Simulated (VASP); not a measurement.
Here is a VASP 6.6.1 calculation.

File POSCAR:

```
AlGa3N4
1.0
    5.1389202025      0.0000000000      0.0000171878
    0.0000000000      3.1634143061      0.0000000000
   -0.0036943793      0.0000000000      5.4769945782
Al Ga N
1 3 4
Direct
    0.0005828848      0.5000000000      0.6672982357
    0.4991712870      0.5000000000      0.3350606985
    0.4992511918      0.0000000000      0.8314570703
    0.9998609986      0.0000000000      0.1661913852
    0.1194130441      0.5000000000      0.3406010347
    0.1173310425      0.0000000000      0.8259310372
    0.6202395502      0.0000000000      0.1661937139
    0.6317500111      0.5000000000      0.6672678244
```

INCAR.step1

```
SYSTEM = AlGa3N4
ALGO     = Normal         ! electronic algorithm
EDIFF    = 1E-4           ! SCF threshold, eV
ENCUT    = 520            ! plane-wave cutoff, eV
GGA      = PE             ! functional
ISMEAR   = 0              ! smearing method
LASPH    = .TRUE.         ! aspherical terms in the spheres
LCHARG   = .FALSE.        ! write CHGCAR
LREAL    = .FALSE.        ! projectors in reciprocal space
LWAVE    = .TRUE.         ! write WAVECAR
NBANDS   = 41             ! bands
NELM     = 100            ! most SCF steps
PREC     = Accurate       ! precision mode
SIGMA    = 0.02           ! smearing width, eV
```

Contents of INCAR.step2:

```
SYSTEM = AlGa3N4
ALGO     = Normal         ! electronic algorithm
EDIFF    = 1E-6           ! SCF threshold, eV
ENCUT    = 520            ! plane-wave cutoff, eV
ISIF     = 2              ! what is computed and relaxed
ISMEAR   = 0              ! smearing method
ISTART   = 1            
LASPH    = .TRUE.         ! aspherical terms in the spheres
LCHARG   = .TRUE.         ! write CHGCAR
LELF     = .TRUE.         ! ELF
LMIXTAU  = .TRUE.       
LREAL    = .FALSE.        ! projectors in reciprocal space
LVHAR    = .TRUE.       
LWAVE    = .FALSE.        ! write WAVECAR
METAGGA  = R2SCAN         ! meta-GGA
NBANDS   = 41             ! bands
NELM     = 100            ! most SCF steps
PREC     = Accurate       ! precision mode
SIGMA    = 0.02           ! smearing width, eV
```

Contents of KPOINTS:

```
k-points
0
G
  6 8 4
  0 0 0
```

Potentials or basis: VASP PAW PBE potentials, release 64 (Al, Ga_d, N).

Run with:

```console
$ cat potpaw_PBE.64/Al/POTCAR potpaw_PBE.64/Ga_d/POTCAR potpaw_PBE.64/N/POTCAR > POTCAR
$ cp INCAR.step1 INCAR
$ mpirun -np 1 vasp_std > vasp.out
$ cp INCAR.step2 INCAR
$ mpirun -np 1 vasp_std > vasp.out
```

Estimate the largest force.

0.086 eV/Å.

Estimate the band gap on the k mesh.

2.88 eV.

Predict the pressure.

0.7 GPa.

Forces in eV/Å, atoms in the order of the input:
```
Al  -0.006  0.000 -0.004
Ga  -0.004  0.000  0.004
Ga  -0.009  0.000  0.005
Ga  -0.001  0.000 -0.007
N   -0.022  0.000  0.078
N   -0.046  0.000 -0.072
N    0.002  0.000 -0.004
N    0.086  0.000  0.000
```

Caveat: the PAW data sets were made with another functional, which shifts forces and pressure a little.
